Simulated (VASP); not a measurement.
# Mg5ZnO6 (P-3m1) in VASP: further runs, part 2 of 2

VASP 6.6.1. Earlier steps stand in the parts before.

### 3 Single point, PBE

INCAR reads:

```
SYSTEM = Mg5ZnO6
PREC = Accurate
ENCUT = 520
EDIFF = 1E-7
ISMEAR = 0
SIGMA = 0.1
LREAL = .False.
LASPH = .True.
NELM = 100
ALGO = Normal
ISIF = 2
LWAVE = .False.
LCHARG = .False.
GGA = PE
NBANDS = 41
```

KPOINTS reads:

```
Automatic mesh
0
Gamma
  6 6 1
  0 0 0
```

POSCAR reads:

```
Mg5ZnO6
1.0
    3.0187913263      0.0000000289      0.0000000000
   -1.5093956881      2.6143499628      0.0000000000
    0.0000000000      0.0000000000     14.7673283000
Mg Zn O
5 1 6
Direct
    0.3333333333      0.6666666667      0.8323040000
    0.6666666667      0.3333333333      0.1676960000
    0.3333333333      0.6666666667      0.3338970000
    0.0000000000      0.0000000000      0.5000000000
    0.6666666667      0.3333333333      0.6661030000
    0.0000000000      0.0000000000      0.0000000000
    0.6666666667      0.3333333333      0.9133950000
    0.3333333333      0.6666666667      0.0866050000
    0.0000000000      0.0000000000      0.2508630000
    0.6666666667      0.3333333333      0.4169520000
    0.3333333333      0.6666666667      0.5830480000
    0.0000000000      0.0000000000      0.7491370000
```

Potentials or basis: VASP PAW PBE potentials, release 64 (Mg, Zn, O).

Launch:

```bash
> cat potpaw_PBE.64/Mg/POTCAR potpaw_PBE.64/Zn/POTCAR potpaw_PBE.64/O/POTCAR > POTCAR
> mpirun -np 1 vasp_std > vasp.out
```

OUTCAR:

```text
SYSTEM = Mg5ZnO6
   PREC = Accurate
   ENCUT = 520
   EDIFF = 1E-7
   ISMEAR = 0
   LREAL = .False.
   LASPH = .True.
   NELM = 100
   ISIF = 2
   GGA = PE

 ion  position               nearest neighbor table
   1  0.333  0.667  0.832-   7 2.11   7 2.11   7 2.11  12 2.13  12 2.13  12 2.13   5 3.01   5 3.01
                             5 3.01   6 3.03   6 3.03   6 3.03
   2  0.667  0.333  0.168-   8 2.11   8 2.11   8 2.11   9 2.13   9 2.13   9 2.13   3 3.01   3 3.01
                             3 3.01   6 3.03   6 3.03   6 3.03
   3  0.333  0.667  0.334-   9 2.13   9 2.13   9 2.13  10 2.13  10 2.13  10 2.13   4 3.01   4 3.01
                             4 3.01   2 3.01   2 3.01   2 3.01
   4  0.000  0.000  0.500-  10 2.13  11 2.13  11 2.13  10 2.13  10 2.13  11 2.13   3 3.01   5 3.01
                             3 3.01   5 3.01   3 3.01   5 3.01
   5  0.667  0.333  0.666-  12 2.13  12 2.13  12 2.13  11 2.13  11 2.13  11 2.13   4 3.01   4 3.01
                             4 3.01   1 3.01   1 3.01   1 3.01
   6  0.000  0.000  0.000-   7 2.16   8 2.16   8 2.16   7 2.16   7 2.16   8 2.16   1 3.03   2 3.03
                             1 3.03   2 3.03   1 3.03   2 3.03
   7  0.667  0.333  0.913-   1 2.11   1 2.11   1 2.11   6 2.16   6 2.16   6 2.16
   8  0.333  0.667  0.087-   2 2.11   2 2.11   2 2.11   6 2.16   6 2.16   6 2.16
   9  0.000  0.000  0.251-   3 2.13   3 2.13   3 2.13   2 2.13   2 2.13   2 2.13
  10  0.667  0.333  0.417-   4 2.13   4 2.13   4 2.13   3 2.13   3 2.13   3 2.13
  11  0.333  0.667  0.583-   4 2.13   4 2.13   4 2.13   5 2.13   5 2.13   5 2.13
  12  0.000  0.000  0.749-   5 2.13   5 2.13   5 2.13   1 2.13   1 2.13   1 2.13

  LATTYP: Found a hexagonal cell.
 ALAT       =     3.0187913263
 C/A-ratio  =     4.8918016199

  Lattice vectors:

 A1 = (   3.0187913263,   0.0000000289,   0.0000000000)
 A2 = (  -1.5093956881,   2.6143499628,   0.0000000000)
 A3 = (   0.0000000000,   0.0000000000,  14.7673283000)

Analysis of symmetry for initial positions (statically):
=====================================================================
 Subroutine PRICEL returns:
 Original cell was already a primitive cell.

 Routine SETGRP: Setting up the symmetry group for a
 hexagonal supercell.

 Subroutine GETGRP returns: Found 12 space group operations
 (whereof 12 operations were pure point group operations)
 out of a pool of 24 trial point group operations.

The static configuration has the point symmetry D_3d.

Analysis of symmetry for dynamics (positions and initial velocities):
=====================================================================
 Subroutine PRICEL returns:
 Original cell was already a primitive cell.

 Routine SETGRP: Setting up the symmetry group for a
 hexagonal supercell.

 Subroutine GETGRP returns: Found 12 space group operations
 (whereof 12 operations were pure point group operations)
 out of a pool of 24 trial point group operations.

The dynamic configuration has the point symmetry D_3d.

 Subroutine INISYM returns: Found 12 space group operations
 (whereof 12 operations are pure point group operations),
 and found     1 'primitive' translations

----------------------------------------------------------------------------------------

                                     Primitive cell

  volume of cell :     116.5464

  direct lattice vectors                    reciprocal lattice vectors
     3.018791326  0.000000029  0.000000000     0.331258403  0.191252133  0.000000000
    -1.509395688  2.614349963  0.000000000    -0.000000004  0.382504259  0.000000000
[... 76 lines left out ...]
   NGXF,Y,Z  is equivalent  to a cutoff of  26.43, 26.43, 25.22 a.u.
 SYSTEM =  Mg5ZnO6
   PREC   = accura    normal or accurate (medium, high low for compatibility)
   ISTART =      0    job   : 0-new  1-cont  2-samecut
   ICHARG =      2    charge: 1-file 2-atom 10-const
   ISPIN  =      1    spin polarized calculation?
   LNONCOLLINEAR =      F non collinear calculations
   LSORBIT =      F    spin-orbit coupling
   LASPH  =      T    aspherical Exc in radial PAW
   ENCUT  =  520.0 eV  38.22 Ry    6.18 a.u.   5.61  5.61 27.46*2*pi/ulx,y,z
   NELM   =    100;   NELMIN=  2; NELMDL= -5     # of ELM steps
   EDIFF  = 0.1E-06   stopping-criterion for ELM
   LREAL  =      F    real-space projection
   EDIFFG = 0.1E-05   stopping-criterion for IOM
   NSW    =      0    number of steps for IOM
   IBRION =     -1    ionic relax: 0-MD 1-quasi-New 2-CG
   NFREE  =      0    steps in history (QN), initial steepest desc. (CG)
   ISIF   =      2    stress and relaxation
   ISYM   =      2    0-nonsym 1-usesym 2-fastsym
   POTIM  = 0.5000    time-step for ionic-motion
   TEBEG  =    0.0;   TEEND  =   0.0 temperature during run
   PSTRESS=    0.0 pullay stress
   NELECT =      58.0000    total number of electrons
   NUPDOWN=      -1.0000    fix difference up-down
   EMIN   =  10.00;   EMAX   =-10.00  energy-range for DOS
   EFERMI =   0.00;   METHOD = LEGACY
   ISMEAR =     0;   SIGMA  =   0.10  broadening in eV -4-tet -1-fermi 0-gaus
   EFERMI_NEDOS =   21; number of points for ismear=-14 and -15
   IALGO  =     38    algorithm
   IMIX   =      4    mixing-type and parameters
     AMIX     =   0.40;   BMIX     =  1.00
     AMIX_MAG =   1.60;   BMIX_MAG =  1.00
  volume/ion in A,a.u.               =       9.71        65.54
  Fermi-wavevector in a.u.,A,eV,Ry     =   1.297332  2.451603 22.899574  1.683071
  Thomas-Fermi vector in A             =   2.428732
   LORBIT       =      0    0 simple, 1 ext, 2 COOP (PROOUT), +10 PAW based schemes
   GGA     = PE    functional components
   LHFCALC =     F    Hartree Fock is set to
   AEXX    =    0.0000 exact exchange contribution
   IVDW    =     0    specifies the selected vdW correction
   LEPSILON=     F    determine dielectric tensor
   LRPA    =     F    only Hartree local field effects (RPA)
 non-spin polarized calculation
 Gauss-broadening in eV      SIGMA  =   0.10
  energy-cutoff  :      520.00
  volume of cell :      116.55
 maximum number of plane-waves:      3199
 NGX is ok and might be reduce to    24
   NGX = 11   NGY = 11   NGZ = 55

 number of electron      58.0000020 magnetization

 Free energy of the ion-electron system (eV)
  ---------------------------------------------------
  ext. energy  EPLUGINS =         0.00000000
  ---------------------------------------------------
  free energy    TOTEN  =       -68.19301938 eV

  energy without entropy =      -68.19301938  energy(sigma->0) =      -68.19301938

 E-fermi :   3.5140     XC(G=0): -11.1379

 val. band max:        3.0133826680   @ k =   0.0000   0.0000   0.0000
 cond. band min:       6.2953753342   @ k =   0.0000   0.0000   0.0000
 fundamental gap:      3.2819926662
 Fermi energy:         3.5140349466

 k-point     1 :       0.0000    0.0000    0.0000
  band No.  band energies     occupation
      1     -14.5203      2.00000
      2     -14.1671      2.00000
      3     -14.1490      2.00000
      4     -13.6274      2.00000
      5     -13.5030      2.00000
      6     -13.1853      2.00000
[... 297 lines left out ...]
     40      14.5655      0.00000
     41      14.5907      0.00000

------------------------ aborting loop because EDIFF is reached ----------------------------------------

  FORCE on cell =-STRESS in cart. coord.  units (eV):
  Direction    XX          YY          ZZ          XY          YZ          ZX
  --------------------------------------------------------------------------------------
  -------------------------------------------------------------------------------------
  Total       -0.3316016     -0.3316016     -0.3091846     -0.0000000      0.0000000     -0.0000000
  in kB       -4.5585681     -4.5585681     -4.2503994     -0.0000000      0.0000000     -0.0000000
  external PRESSURE =      -4.4558452 kB  Pullay stress =       0.0000000 kB

 VOLUME and BASIS-vectors are now :
 -----------------------------------------------------------------------------
  energy-cutoff  :      520.00
  volume of cell :      116.55
      direct lattice vectors                 reciprocal lattice vectors
     3.018791326  0.000000029  0.000000000     0.331258403  0.191252133  0.000000000
    -1.509395688  2.614349963  0.000000000    -0.000000004  0.382504259  0.000000000
     0.000000000  0.000000000 14.767328300     0.000000000  0.000000000  0.067717056

 POSITION                                       TOTAL-FORCE (eV/Angst)
 -----------------------------------------------------------------------------------
     -0.00000      1.74290     12.29091         0.000000     -0.000000     -0.006396
      1.50940      0.87145      2.47642         0.000000     -0.000000      0.006396
     -0.00000      1.74290      4.93077         0.000000     -0.000000     -0.000916
      0.00000      0.00000      7.38366         0.000000     -0.000000      0.000000
      1.50940      0.87145      9.83656         0.000000     -0.000000      0.000916
      0.00000      0.00000      0.00000         0.000000     -0.000000      0.000000
      1.50940      0.87145     13.48840         0.000000      0.000000     -0.070359
     -0.00000      1.74290      1.27892        -0.000000      0.000000      0.070359
      0.00000      0.00000      3.70458        -0.000000     -0.000000      0.000255
      1.50940      0.87145      6.15727        -0.000000     -0.000000     -0.000239
     -0.00000      1.74290      8.61006        -0.000000     -0.000000      0.000239
      0.00000      0.00000     11.06275         0.000000      0.000000     -0.000255
 -----------------------------------------------------------------------------------
    total drift:                                0.000000      0.000000      0.000000

  FREE ENERGIE OF THE ION-ELECTRON SYSTEM (eV)
  ---------------------------------------------------
  free  energy   TOTEN  =       -68.1930193832 eV

  energy  without entropy=      -68.1930193832  energy(sigma->0) =      -68.19301938
```

It took 55 s on 1 thread of Intel Xeon Platinum 8259CL at 2.50GHz (Skylake/Cascade Lake), shared host; peak memory 0.24 GiB.

Results:

```
Free energy            : -68.1930 eV
Pressure               : -0.4 GPa
Largest force          : 0.070 eV/Å
Band gap on the k mesh : 3.28 eV
```

Forces in eV/Å, atoms in the order of the input:
```
Mg   0.000  0.000 -0.006
Mg   0.000  0.000  0.006
Mg   0.000  0.000 -0.001
Mg   0.000  0.000  0.000
Mg   0.000  0.000  0.001
Zn   0.000  0.000  0.000
O    0.000  0.000 -0.070
O    0.000  0.000  0.070
O    0.000  0.000  0.000
O    0.000  0.000  0.000
O    0.000  0.000  0.000
O    0.000  0.000  0.000
```

Levels at points of the mesh, in eV from the valence-band top:
| k point | band 27 | band 28 | band 29 | band 30 | band 31 | band 32 |
| --- | --- | --- | --- | --- | --- | --- |
| (0.00, 0.00, 0.00) | -0.31 | 0.00 | 0.00 | 3.28 | 5.01 | 5.40 |
| (0.50, 0.00, 0.00) | -0.97 | -0.38 | -0.29 | 6.62 | 6.94 | 8.10 |

Caveat: the k points lie up to 0.43 Å⁻¹ apart.

### 4 Single point, PBE

INCAR reads:

```
SYSTEM = Mg5ZnO6
  PREC = Accurate
  ENCUT = 520
  EDIFF = 1E-6
  ISMEAR = 0
  SIGMA = 0.1
  LREAL = .False.
  LASPH = .True.
  NELM = 80
  ALGO = Normal
  ISIF = 2
  LWAVE = .False.
  LCHARG = .False.
  GGA = PE
  NBANDS = 41
```

KPOINTS reads:

```
regular mesh
0
Gamma
  6 6 2
  0 0 0
```

POSCAR reads:

```
Mg5ZnO6
1.0
    3.0187913000      0.0000000000      0.0000000000
   -1.5093957000      2.6143500000      0.0000000000
    0.0000000000      0.0000000000     14.7673283000
Mg Zn O
5 1 6
Direct
    0.3333333000      0.6666667000      0.8323040000
    0.6666667000      0.3333333000      0.1676960000
    0.3333333000      0.6666667000      0.3338970000
    0.0000000000      0.0000000000      0.5000000000
    0.6666667000      0.3333333000      0.6661030000
    0.0000000000      0.0000000000      0.0000000000
    0.6666667000      0.3333333000      0.9133950000
    0.3333333000      0.6666667000      0.0866050000
    0.0000000000      0.0000000000      0.2508630000
    0.6666667000      0.3333333000      0.4169520000
    0.3333333000      0.6666667000      0.5830480000
    0.0000000000      0.0000000000      0.7491370000
```

Potentials or basis: VASP PAW PBE potentials, release 64 (Mg, Zn, O).

Launch:

```bash
> cat potpaw_PBE.64/Mg/POTCAR potpaw_PBE.64/Zn/POTCAR potpaw_PBE.64/O/POTCAR > POTCAR
> mpirun -np 1 vasp_std > vasp.out
```

OUTCAR:

```text
SYSTEM = Mg5ZnO6
   PREC = Accurate
   ENCUT = 520
   EDIFF = 1E-6
   ISMEAR = 0
   LREAL = .False.
   LASPH = .True.
   NELM = 80
   ISIF = 2
   GGA = PE

 ion  position               nearest neighbor table
   1  0.333  0.667  0.832-   7 2.11   7 2.11   7 2.11  12 2.13  12 2.13  12 2.13   5 3.01   5 3.01
                             5 3.01   6 3.03   6 3.03   6 3.03
   2  0.667  0.333  0.168-   8 2.11   8 2.11   8 2.11   9 2.13   9 2.13   9 2.13   3 3.01   3 3.01
                             3 3.01   6 3.03   6 3.03   6 3.03
   3  0.333  0.667  0.334-   9 2.13   9 2.13   9 2.13  10 2.13  10 2.13  10 2.13   4 3.01   4 3.01
                             4 3.01   2 3.01   2 3.01   2 3.01
   4  0.000  0.000  0.500-  10 2.13  11 2.13  10 2.13  11 2.13  10 2.13  11 2.13   3 3.01   5 3.01
                             3 3.01   5 3.01   5 3.01   3 3.01
[... 842 lines left out ...]
      direct lattice vectors                 reciprocal lattice vectors
     3.018791300  0.000000000  0.000000000     0.331258408  0.191252134  0.000000000
    -1.509395700  2.614350000  0.000000000     0.000000000  0.382504255  0.000000000
     0.000000000  0.000000000 14.767328300     0.000000000  0.000000000  0.067717056

 POSITION                                       TOTAL-FORCE (eV/Angst)
 -----------------------------------------------------------------------------------
     -0.00000      1.74290     12.29091         0.000000     -0.000000     -0.005282
      1.50940      0.87145      2.47642         0.000000      0.000000      0.005282
     -0.00000      1.74290      4.93077         0.000000      0.000000     -0.001762
      0.00000      0.00000      7.38366         0.000000      0.000000      0.000000
      1.50940      0.87145      9.83656         0.000000     -0.000000      0.001762
      0.00000      0.00000      0.00000         0.000000      0.000000      0.000000
      1.50940      0.87145     13.48840         0.000000     -0.000000     -0.071062
     -0.00000      1.74290      1.27892        -0.000000      0.000000      0.071062
      0.00000      0.00000      3.70458         0.000000      0.000000      0.001670
      1.50940      0.87145      6.15727        -0.000000      0.000000      0.000289
     -0.00000      1.74290      8.61006         0.000000     -0.000000     -0.000289
      0.00000      0.00000     11.06275         0.000000      0.000000     -0.001670
 -----------------------------------------------------------------------------------
    total drift:                                0.000000      0.000000      0.000000

  FREE ENERGIE OF THE ION-ELECTRON SYSTEM (eV)
  ---------------------------------------------------
  free  energy   TOTEN  =       -68.1940015547 eV

  energy  without entropy=      -68.1940015547  energy(sigma->0) =      -68.19400155
```

OSZICAR:

```text
N       E                     dE             d eps       ncg     rms          rms(c)
DAV:   1     0.485870160073E+03    0.48587E+03   -0.27668E+04  1148   0.149E+03
DAV:   2    -0.195326448853E+02   -0.50540E+03   -0.47051E+03  1292   0.363E+02
DAV:   3    -0.763721015605E+02   -0.56839E+02   -0.56148E+02  1331   0.130E+02
DAV:   4    -0.777772926593E+02   -0.14052E+01   -0.13999E+01  1476   0.219E+01
DAV:   5    -0.777896983702E+02   -0.12406E-01   -0.12399E-01  1328   0.219E+00    0.184E+01
DAV:   6    -0.680436504118E+02    0.97460E+01   -0.32924E+01  1613   0.546E+01    0.775E+00
DAV:   7    -0.682833863444E+02   -0.23974E+00   -0.40877E+00  1322   0.997E+00    0.542E+00
DAV:   8    -0.682610800329E+02    0.22306E-01   -0.92095E-01  1768   0.809E+00    0.174E+00
DAV:   9    -0.682012097004E+02    0.59870E-01   -0.18844E-01  1719   0.607E+00    0.845E-01
DAV:  10    -0.681933367367E+02    0.78730E-02   -0.91411E-02  1528   0.180E+00    0.150E-01
DAV:  11    -0.681940375729E+02   -0.70084E-03   -0.59402E-03  1408   0.486E-01    0.117E-01
DAV:  12    -0.681939968255E+02    0.40747E-04   -0.61239E-04  1807   0.467E-01    0.398E-02
DAV:  13    -0.681940139653E+02   -0.17140E-04   -0.59173E-04  1640   0.213E-01    0.262E-02
DAV:  14    -0.681940030327E+02    0.10933E-04   -0.50015E-05  1695   0.701E-02    0.889E-03
DAV:  15    -0.681940014563E+02    0.15764E-05   -0.87877E-06  1704   0.338E-02    0.229E-03
DAV:  16    -0.681940015547E+02   -0.98416E-07   -0.11183E-06   982   0.179E-02
   1 F= -.68194002E+02 E0= -.68194002E+02  d E =-.457197E-13
```

It took 89 s on 1 thread of Intel Xeon Platinum 8259CL at 2.50GHz (Skylake/Cascade Lake), shared host; peak memory 0.27 GiB.

Results:

| Property | Result |
| --- | --- |
| Free energy | -68.1940 eV |
| Pressure | -0.4 GPa |
| Largest force | 0.071 eV/Å |
| Band gap on the k mesh | 3.28 eV |

Forces on the atoms (eV/Å):
```
Mg   0.000  0.000 -0.005
Mg   0.000  0.000  0.005
Mg   0.000  0.000 -0.002
Mg   0.000  0.000  0.000
Mg   0.000  0.000  0.002
Zn   0.000  0.000  0.000
O    0.000  0.000 -0.071
O    0.000  0.000  0.071
O    0.000  0.000  0.002
O    0.000  0.000  0.000
O    0.000  0.000  0.000
O    0.000  0.000 -0.002
```

Levels at points of the mesh, in eV from the valence-band top:
```tsv
k point	band 26	band 27	band 28	band 29	band 30	band 31	band 32	band 33
(0.00, 0.00, 0.00)	-0.32	-0.32	0.00	0.00	3.28	5.01	5.40	6.65
(0.50, 0.00, 0.00)	-1.10	-0.97	-0.38	-0.29	6.61	6.93	8.10	8.57
(0.00, 0.00, 0.50)	-0.36	-0.36	0.00	0.00	3.45	4.54	6.12	6.16
(0.50, 0.00, 0.50)	-1.11	-0.95	-0.44	-0.29	6.62	7.04	7.77	8.92
```

A k mesh can miss the band edges.

### 5 The runs side by side

```tsv
task	cell	k mesh	cutoff (eV)	smearing	gap on the mesh (eV)	pressure (GPa)	largest force (eV/Å)
relaxation of cell and atoms	relaxed	12 × 12 × 2	600	gaussian 0.02 eV	3.30	0.0	0.01
single point	as given	6 × 6 × 1	520	gaussian 0.1 eV	3.28	-0.4	0.07
single point	as given	6 × 6 × 2	520	gaussian 0.1 eV	3.28	-0.4	0.07
```

Alike in all rows: level PBE; potentials or basis VASP PAW PBE potentials, release 64 (Mg, Zn, O); no spin polarisation.

Caveats: some runs use coarse meshes.

Absolute energies hang on the potentials; compare differences alone.
